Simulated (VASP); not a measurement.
Here is a VASP 6.6.1 calculation.

INCAR

```
SYSTEM = Mg5Te3
PREC = Accurate
ENCUT = 600
EDIFF = 1E-7
ISMEAR = 0
SIGMA = 0.2
LREAL = .FALSE.
LASPH = .TRUE.
NELM = 100
ALGO = Normal
ISIF = 3
LWAVE = .FALSE.
LCHARG = .FALSE.
GGA = PE
IBRION = 2
NSW = 36
EDIFFG = -0.08
```

File KPOINTS:

```
Automatic mesh
0
G
  5 5 2
  0 0 0
```

The input POSCAR:

```
Mg5Te3
1.0
    4.2000000000      0.0000000000      0.0000000000
   -2.1000000000      3.6373067000      0.0000000000
    0.0000000000      0.0000000000     12.2000000000
Mg Te
5 3
Direct
    0.6666666700      0.3333333300      0.6150000000
    0.0000000000      0.0000000000      0.5000000000
    0.3333333300      0.6666666700      0.3850000000
    0.3333333300      0.6666666700      0.1350000000
    0.6666666700      0.3333333300      0.8650000000
    0.3333333300      0.6666666700      0.7350000000
    0.6666666700      0.3333333300      0.2650000000
    0.0000000000      0.0000000000      0.0000000000
```

Potentials or basis: VASP PAW PBE potentials, release 64 (Mg, Te).

Run with:

```bash
$ cat potpaw_PBE.64/Mg/POTCAR potpaw_PBE.64/Te/POTCAR > POTCAR
$ mpirun -np 1 vasp_std > vasp.out
```

Question: Estimate the relaxed cell.

Answer: a = 4.142 Å, b = 4.142 Å, c = 15.085 Å, α = 90.00°, β = 90.00°, γ = 120.00°.

Question: Predict the space group after relaxing (to 0.1 Å).

Answer: P-3m1 (No. 164).

Question: Predict the band gap on the k mesh.

Answer: 0.24 eV (least direct gap 0.80 eV).

Step by step:
```csv
step,energy change (eV),largest force (eV/Å),pressure (GPa),volume (Å³)
1,0.0000,0.8064,7.71,186.38
2,-0.7409,0.3473,-0.38,218.22
3,-0.7409,0.3496,-0.34,217.98
4,-0.7798,0.2513,-0.19,217.15
5,-0.8109,0.3554,0.11,215.56
6,-0.8113,0.3708,0.15,215.35
7,-0.8346,0.3286,0.08,216.04
8,-0.8866,0.1953,-0.11,218.12
9,-0.9112,0.2717,-0.29,222.28
10,-0.9145,0.2416,-0.27,221.24
11,-0.9358,0.1607,0.53,217.23
12,-0.9359,0.1536,0.61,216.88
13,-0.9523,0.0809,0.34,218.65
14,-0.9722,0.2121,-0.16,222.53
15,-0.9096,0.6849,-0.95,230.21
16,-0.9728,0.2711,-0.25,223.35
17,-0.9871,0.3011,-0.30,224.03
18,-1.0095,0.4299,-0.46,225.91
19,-1.0361,0.3654,-0.16,224.36
20,-1.0423,0.3185,0.07,223.28
21,-1.0630,0.1922,0.03,223.59
22,-1.0755,0.0203,0.01,224.09
```

Caveat: the volume moved by over 15 % at a fixed basis, so the end points are rough; semilocal functionals underestimate gaps, and a narrow one can read as zero; spin-orbit coupling is left out, which moves the levels of the heavy elements. A k mesh can miss the band edges.
